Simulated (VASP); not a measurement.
Set up this calculation in VASP 6.6.1, as the native input.

* Task: single point
* Functional: LDA
* Potentials or basis: VASP PAW LDA potentials, release 64 (Ge_d)
* Cutoff: 520 eV
* k mesh: 5 × 5 × 5
* Occupations: fermi-dirac, width 0.05 eV
* Spin: no spin polarisation
* Dipole correction: no
* Further INCAR settings: ALGO = Normal; EDIFF = 1e-07; NBANDS = 21

The structure of Ge lies in POSCAR:

```
Ge
1.0
    0.0000000000      2.8147752519      2.8147752519
    2.8147752519      0.0000000000      2.8147752519
    2.8147752519      2.8147752519      0.0000000000
Ge
2
Direct
    0.5000000000      0.5000000000      0.5000000000
    0.7500000000      0.7500000000      0.7500000000
```

The input as run:

INCAR

```
SYSTEM = Ge
ALGO = Normal ; EDIFF = 1E-7
ENCUT = 520 ; ISIF = 2
ISMEAR = -1 ; LASPH = .TRUE.
LCHARG = .FALSE. ; LREAL = .FALSE.
LWAVE = .FALSE. ; NBANDS = 21
NELM = 100 ; PREC = Accurate
SIGMA = 0.05
```

KPOINTS

```
k-points
0
G
  5 5 5
  0 0 0
```

Potentials or basis: VASP PAW LDA potentials, release 64 (Ge_d).

Launch:

```console
$ cat potpaw_LDA.64/Ge_d/POTCAR > POTCAR
$ mpirun -np 1 vasp_std > vasp.out
```

Results of the run:

```
Pressure               : 0.1 GPa
Band gap on the k mesh : zero (filled and empty bands touch)
```

Caveat: the k points lie up to 0.39 Å⁻¹ apart.

It took 4.7 s on 1 thread of Intel(R) Xeon(R) 6975P-C (Granite Rapids), on a shared host, peak memory 0.14 GiB.
